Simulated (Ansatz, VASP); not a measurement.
**Two plane-wave programs on C**

File INCAR:

```
  PREC = Accurate
  ENCUT = 600
  EDIFF = 1E-6
  ISMEAR = 0
  SIGMA = 0.15
  LREAL = False
  LASPH = True
  NELM = 60
  ALGO = Normal
  ISIF = 3
  LWAVE = False
  LCHARG = False
  GGA = PS
  IVDW = 12
  IBRION = 2
  NSW = 80
  EDIFFG = -0.01
```

File KPOINTS:

```
regular mesh
0
Gamma
  12 12 4
```

The input POSCAR:

```
C
1.0
    1.2280479700     -2.1270618200      0.0000000000
    1.2280479700      2.1270618200      0.0000000000
    0.0000000000      0.0000000000      7.1732677600
C
4
Direct
    0.0833794596      0.9166205404      0.7531375993
    0.5833794596      0.4166205404      0.2468624007
    0.9166205404      0.0833794596      0.2468624007
    0.4166205404      0.5833794596      0.7531375993
```

Input for Ansatz:

```yaml
crystal:
  lattice:
    - [1.22804797, -2.12706182, 0.0]
    - [1.22804797, 2.12706182, 0.0]
    - [0.0, 0.0, 7.17326776]
  atoms:
    - { symbol: C, position: [0.08337945955891406, 0.916620540441086, 0.7531375993135937] }
    - { symbol: C, position: [0.583379459558914, 0.416620540441086, 0.24686240068640627] }
    - { symbol: C, position: [0.916620540441086, 0.08337945955891406, 0.24686240068640627] }
    - { symbol: C, position: [0.416620540441086, 0.583379459558914, 0.7531375993135937] }
basis:
  ecutwfc: 510.0
kpoints:
  mp_grid:
    grid: [12, 12, 4]
hamiltonian:
  xc: pbesol
  dispersion: d3bj
scf:
  convergence:
    dr2_threshold: 1.0e-09
  occupations:
    method: gaussian
    width: 0.15
relax:
  f_tol: 0.01
  max_steps: 60
  cell: {}
```

Alike in both runs: task relaxation of cell and atoms; functional PBEsol; dispersion D3(BJ); k mesh 12 × 12 × 4; occupations gaussian, width 0.15 eV; no spin polarisation.

|  | VASP | Ansatz |
| --- | --- | --- |
| version | VASP 6.6.1 | Ansatz 0.2.0 |
| potentials or method | VASP PAW PBE potentials, release 64 (C), cutoff 600 eV | plane waves, PAW |
| valence electrons in the cell | 16 | 16 |

VASP gave:

* relaxed volume (Å³/atom): 8.60
* relaxed length of the cell vector where the two differ most in proportion (Å): 6.572

Estimate Ansatz's values.

relaxed volume (Å³/atom): 8.67; relaxed length of the cell vector where the two differ most in proportion (Å): 6.630.

VASP's potentials were made for PBE, not for PBEsol. Ansatz's warnings: stress scf threshold loose.
